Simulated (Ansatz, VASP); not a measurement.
PbS in VASP and in Ansatz

```xyz
4
Lattice="2.0800 -5.9913 0.0000 2.0800 5.9913 0.0000 0.0000 0.0000 4.2793" Properties=species:S:1:pos:R:3 pbc="T T T"
Pb    2.0800    4.4268    1.0698
Pb    2.0800   -4.4268    3.2095
S     2.0800    1.7399    1.0698
S     2.0800   -1.7399    3.2095
```

Alike in both runs: functional PBEsol-based global hybrid; k mesh 4 × 4 × 4; occupations fermi-dirac, width 0.05 eV; no spin polarisation.

```csv
,VASP,Ansatz
version,VASP 6.6.1,Ansatz 0.2.0
potentials or method,"VASP PAW PBE potentials, release 64 (Pb_d, S)",Ansatz PAW
plane-wave cutoff (eV),520,420
valence electrons in the cell,40,40
task,single point,band structure
```

```csv
,VASP,Ansatz,Ansatz less VASP
gap on the k mesh at the Fermi level (eV),2.41,2.39,-0.023
least direct gap on the mesh (eV),2.87,2.86,-0.013
pressure (GPa),-2.6,-2.5,+0.14
"traceless stress, the component that is largest in VASP (GPa)",-0.22,-0.23,-0.013
rms of the force components (eV/Å),0.114,0.117,+0.0028
```

VASP's potentials were made for PBE, not for PBEsol-based global hybrid. Atom by atom the forces differ by 0.003 eV/Å (rms over components).

Spin-orbit coupling is off throughout. Noted on Ansatz's run: the k mesh misses the band edges, so the gap on the mesh is wider than the one along the path.
